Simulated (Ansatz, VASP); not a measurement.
## H4SO in VASP and in Ansatz

```
CELL_PARAMETERS angstrom
0.00000 2.66531 2.66531
2.66531 0.00000 2.66531
2.66531 2.66531 0.00000
ATOMIC_POSITIONS crystal
H 0.58040 0.58040 0.25880
H 0.58040 0.25880 0.58040
H 0.25880 0.58040 0.58040
H 0.58040 0.58040 0.58040
S 0.00000 0.00000 0.00000
O 0.25000 0.25000 0.25000
```

Change from the starting cell: species swapped into the ErCdCu4 type (F-43m, No. 216).

Alike in both runs: task relaxation of cell and atoms; functional PBE; dispersion D3(BJ); k mesh 12 × 12 × 12; occupations gaussian, width 0.1 eV; collinear spin.

|  | VASP | Ansatz |
| --- | --- | --- |
| version | VASP 6.6.1 | Ansatz 0.2.0 |
| potentials or method | VASP PAW PBE potentials, release 64 (H, S, O), cutoff 600 eV | scalar-relativistic, plane waves, PAW |
| valence electrons in the cell | 16 | 16 |

|  | VASP | Ansatz | Ansatz less VASP |
| --- | --- | --- | --- |
| gap on the k mesh at the Fermi level, each at its own relaxed structure (eV) | none | none | - |
| net moment per atom (μB) | 0.00 | 0.00 | 0.000 |
| relaxed volume (Å³/atom) | 6.31 | 6.34 | +0.027 |
| relaxed length of the cell vector where the two differ most in proportion (Å) | 3.770 | 3.775 | +0.0053 |

A gap of «none» marks a metal or a gap that the smearing closes. Ansatz's warnings: seeded moment not kept.
